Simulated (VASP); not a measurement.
Write the native input for VASP 6.6.1 that does the following.

```
Task                   : single point
Functional             : PBEsol
Potentials or basis    : VASP PAW PBE potentials, release 64 (W_sv)
Cutoff                 : 520 eV
k mesh                 : 20 × 20 × 20
Occupations            : gaussian, width 0.15 eV
Spin                   : no spin polarisation
Dipole correction      : no
Further INCAR settings : ALGO = Fast; EDIFF = 1e-06; NBANDS = 13
```

The structure of W lies in POSCAR:

```
W
1.0
    0.0000000000      2.0300000000      2.0909000000
    2.0300000000      0.0000000000      2.0909000000
    2.0300000000      2.0300000000      0.0000000000
W
1
Direct
    0.0000000000      0.0000000000      0.0000000000
```

This cell differs from its parent crystal: strain +0.0300 x Voigt [0, 0, 1, 0, 0, 0].

The input as run:

INCAR

```
PREC     = Accurate       # precision mode
ENCUT    = 520            # plane-wave cutoff, eV
EDIFF    = 1E-6           # SCF threshold, eV
ISMEAR   = 0              # smearing method
SIGMA    = 0.15           # smearing width, eV
LREAL    = F              # projectors in reciprocal space
LASPH    = T              # aspherical terms in the spheres
NELM     = 60             # most SCF steps
ALGO     = Fast           # electronic algorithm
ISIF     = 2              # what is computed and relaxed
LWAVE    = F              # write WAVECAR
LCHARG   = F              # write CHGCAR
GGA      = PS             # functional
NBANDS   = 13             # bands
```

KPOINTS

```
regular mesh
0
Gamma
  20 20 20
```

Potentials or basis: VASP PAW PBE potentials, release 64 (W_sv).

Command:

```console
$ cat potpaw_PBE.64/W_sv/POTCAR > POTCAR
$ mpirun -np 1 vasp_std > vasp.out
```

It gave:

The pressure is -19.2 GPa and the band gap on the k mesh is zero (bands 7 and 8 overlap by 3.45 eV).

Caveat: the cell differs from its parent crystal (strain +0.0300 x Voigt [0, 0, 1, 0, 0, 0]); the cell stands under tension; the PAW data sets were made with another functional, which shifts forces and pressure a little; spin-orbit coupling is left out, which moves the levels of the heavy elements.

Run time: 2.1 min on 1 thread of Intel Xeon 8259CL, with other jobs on the host, peak memory 0.26 GiB.
